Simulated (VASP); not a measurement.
Wanted: the native input for a VASP 6.6.1 run.

```
Task                   : single point
Functional             : r2SCAN
Potentials or basis    : VASP PAW PBE potentials, release 64 (Si, O)
Cutoff                 : 520 eV
k mesh                 : 6 × 6 × 6
Occupations            : gaussian, width 0.02 eV
Spin                   : no spin polarisation
Dipole correction      : no
Further INCAR settings : ALGO = Normal; EDIFF = 1e-06; NBANDS = 44
```

Crystal: SiO2.

```
CELL_PARAMETERS angstrom
0.00000 4.71626 7.36278
2.35958 0.00000 7.36278
2.35958 4.71626 0.00000
ATOMIC_POSITIONS crystal
Si 0.56323 0.56323 0.93677
Si 0.31323 0.31323 0.68677
Si 0.68677 0.68677 0.31323
Si 0.93677 0.93677 0.56323
O 0.62500 0.12500 0.62500
O 0.62500 0.62500 0.12500
O 0.62500 0.62500 0.62500
O 0.12500 0.62500 0.62500
O 0.18656 0.81344 0.18656
O 0.81344 0.18656 0.81344
O 0.43656 0.06344 0.43656
O 0.06344 0.43656 0.06344
```

The input as run:

POSCAR

```
SiO2
1.0
    0.0000000000      4.7162571100      7.3627753715
    2.3595806657      0.0000000000      7.3627753715
    2.3595806657      4.7162571100      0.0000000000
Si O
4 8
Direct
    0.5632310800      0.5632310800      0.9367689200
    0.3132310800      0.3132310800      0.6867689200
    0.6867689200      0.6867689200      0.3132310800
    0.9367689200      0.9367689200      0.5632310800
    0.6250000000      0.1250000000      0.6250000000
    0.6250000000      0.6250000000      0.1250000000
    0.6250000000      0.6250000000      0.6250000000
    0.1250000000      0.6250000000      0.6250000000
    0.1865604000      0.8134396000      0.1865604000
    0.8134396000      0.1865604000      0.8134396000
    0.4365604000      0.0634396000      0.4365604000
    0.0634396000      0.4365604000      0.0634396000
```

INCAR.step1

```
PREC     = Accurate       # precision mode
ENCUT    = 520            # plane-wave cutoff, eV
ISMEAR   = 0              # smearing method
SIGMA    = 0.02           # smearing width, eV
LREAL    = False          # projectors in reciprocal space
LASPH    = True           # aspherical terms in the spheres
NELM     = 100            # most SCF steps
NBANDS   = 44             # bands
GGA      = PE             # functional
ALGO     = Normal         # electronic algorithm
EDIFF    = 1E-4           # SCF threshold, eV
LWAVE    = True           # write WAVECAR
LCHARG   = False          # write CHGCAR
```

INCAR.step2

```
PREC     = Accurate       # precision mode
ENCUT    = 520            # plane-wave cutoff, eV
EDIFF    = 1E-6           # SCF threshold, eV
ISMEAR   = 0              # smearing method
SIGMA    = 0.02           # smearing width, eV
LREAL    = False          # projectors in reciprocal space
LASPH    = True           # aspherical terms in the spheres
NELM     = 100            # most SCF steps
ALGO     = Normal         # electronic algorithm
ISIF     = 2              # what is computed and relaxed
LWAVE    = False          # write WAVECAR
LCHARG   = False          # write CHGCAR
METAGGA  = R2SCAN         # meta-GGA
LMIXTAU  = True         
NBANDS   = 44             # bands
ISTART   = 1
```

KPOINTS

```
regular mesh
0
Gamma
  6 6 6
```

Potentials or basis: VASP PAW PBE potentials, release 64 (Si, O).

Command:

```bash
$ cat potpaw_PBE.64/Si/POTCAR potpaw_PBE.64/O/POTCAR > POTCAR
$ cp INCAR.step1 INCAR
$ mpirun -np 1 vasp_std > vasp.out
$ cp INCAR.step2 INCAR
$ mpirun -np 1 vasp_std > vasp.out
```

It gave:

* Pressure: 0.3 GPa
* Largest force: 0.025 eV/Å
* Band gap on the k mesh: 6.40 eV

Caveat: the PAW data sets were made with another functional, which shifts forces and pressure a little.

It took 40 min on 1 thread of Intel(R) Xeon(R) Platinum 8375C CPU @ 2.90GHz (Ice Lake), with other jobs on the host, peak memory 0.56 GiB.
